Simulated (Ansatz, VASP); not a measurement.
**Zr3H: VASP beside Ansatz**

INCAR

```
SYSTEM = Zr3H
  PREC = Accurate
  ENCUT = 600
  EDIFF = 1E-7
  ISMEAR = 0
  SIGMA = 0.1
  LREAL = .False.
  LASPH = .True.
  NELM = 100
  ALGO = Normal
  ISIF = 3
  LWAVE = .False.
  LCHARG = .False.
  GGA = PE
  IBRION = 2
  NSW = 100
  EDIFFG = -0.01
```

KPOINTS

```
regular mesh
0
Gamma
  12 12 12
  0 0 0
```

File POSCAR:

```
Zr3H
1.0
   -2.6945240222      2.6945240222      2.6945240222
    2.6945240222     -2.6945240222      2.6945240222
    2.6945240222      2.6945240222     -2.6945240222
Zr H
3 1
Direct
    0.0000000000      0.5000000000      0.5000000000
    0.5000000000      0.0000000000      0.5000000000
    0.5000000000      0.5000000000      0.0000000000
    0.0000000000      0.0000000000      0.0000000000
```

Input for Ansatz:

```yaml
crystal:
  lattice:
    - [-2.6945240222, 2.6945240222, 2.6945240222]
    - [2.6945240222, -2.6945240222, 2.6945240222]
    - [2.6945240222, 2.6945240222, -2.6945240222]
  atoms:
    - { symbol: Zr, position: [0.0, 0.5, 0.5] }
    - { symbol: Zr, position: [0.5, 0.0, 0.5] }
    - { symbol: Zr, position: [0.5, 0.5, 0.0] }
    - { symbol: H, position: [0.0, 0.0, 0.0] }
basis:
  ecutwfc: 420
kpoints:
  mp_grid: { grid: [12, 12, 12] }
hamiltonian:
  xc: pbe
scf:
  occupations: { method: gaussian, width: 0.1 }
output:
  forces: true
  stress: true
  eigenvalues: true
relax:
  adjacent_minimum: "off"
  f_tol: 0.01
  max_steps: 80
  cell: { stress_tol: 0.05 }
```

Alike in both runs: task relaxation of cell and atoms; functional PBE; k mesh 12 × 12 × 12; occupations gaussian, width 0.1 eV; no spin polarisation.

|  | VASP | Ansatz |
| --- | --- | --- |
| version | VASP 6.6.1 | Ansatz 0.2.0 |
| potentials or method | VASP PAW PBE potentials, release 64 (Zr_sv, H), cutoff 600 eV | scalar-relativistic, plane waves, PAW |
| valence electrons in the cell | 37 | 37 |

Ansatz gave:

```
gap on the k mesh at the Fermi level, each at its own relaxed structure (eV) : none
relaxed volume (Å³/atom)                                                     : 19.49
relaxed cell length with the largest relative difference (Å)                 : 4.661
```

Estimate VASP's values.

gap on the k mesh at the Fermi level, each at its own relaxed structure (eV): none; relaxed volume (Å³/atom): 19.51; relaxed cell length with the largest relative difference (Å): 4.663.

A gap of «none» marks a metal or a gap that the smearing closes.
